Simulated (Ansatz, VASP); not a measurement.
InSb in VASP and in Ansatz

INCAR

```
SYSTEM = InSb
ALGO = Normal ; EDIFF = 1E-8
ENCUT = 520 ; GGA = PE
ISIF = 2 ; ISMEAR = -1
LASPH = .True. ; LCHARG = .False.
LEFG = .True. ; LREAL = .False.
LWAVE = .False. ; NBANDS = 16
NELM = 60 ; PREC = Accurate
SIGMA = 0.02
```

Contents of KPOINTS:

```
k-points
0
Gamma
  12 12 12
  0 0 0
```

File POSCAR:

```
InSb
1.0
    0.0000000000      3.2391000000      3.2391000000
    3.2391000000      0.0000000000      3.2391000000
    3.2391000000      3.2391000000      0.0000000000
In Sb
1 1
Direct
    0.0000000000      0.0000000000      0.0000000000
    0.7500000000      0.7500000000      0.7500000000
```

Input for Ansatz:

```yaml
crystal:
  lattice:
    - [0.0, 3.2391, 3.2391]
    - [3.2391, 0.0, 3.2391]
    - [3.2391, 3.2391, 0.0]
  atoms:
    - { symbol: In, position: [0.0, 0.0, 0.0] }
    - { symbol: Sb, position: [0.75, 0.75, 0.75] }
kpoints:
  mp_grid: { grid: [12, 12, 12] }
scf:
  occupations: { method: fermi_dirac, width: 0.02 }
hamiltonian:
  xc: pbe
  pseudopotentials: { kind: paw }
output:
  forces: true
  stress: true
  populations: true
  efg:
    quadrupole_moments_barn: { In: 0.772, Sb: -0.543 }
    contact_densities: true
```

Alike in both runs: task electric field gradients; functional PBE; k mesh 12 × 12 × 12; occupations fermi-dirac, width 0.02 eV; no spin polarisation.

|  | VASP | Ansatz |
| --- | --- | --- |
| version | VASP 6.6.1 | Ansatz 0.2.0 |
| potentials or method | VASP PAW PBE potentials, release 64 (In_d, Sb) | plane-wave PAW, scalar-relativistic |
| plane-wave cutoff (eV) | 520 | 420 |
| valence electrons in the cell | 18 | 28 |

|  | VASP | Ansatz | Ansatz less VASP |
| --- | --- | --- | --- |
| pressure (GPa) | 3.1 | 3.1 | +0.02 |

The functional is the same, so the differences come from potentials, cutoffs and numerics. VASP's potentials hold 18 valence electrons a cell and Ansatz's 28, so a difference there can come from the potentials and not from the codes.

Spin-orbit coupling is off throughout.
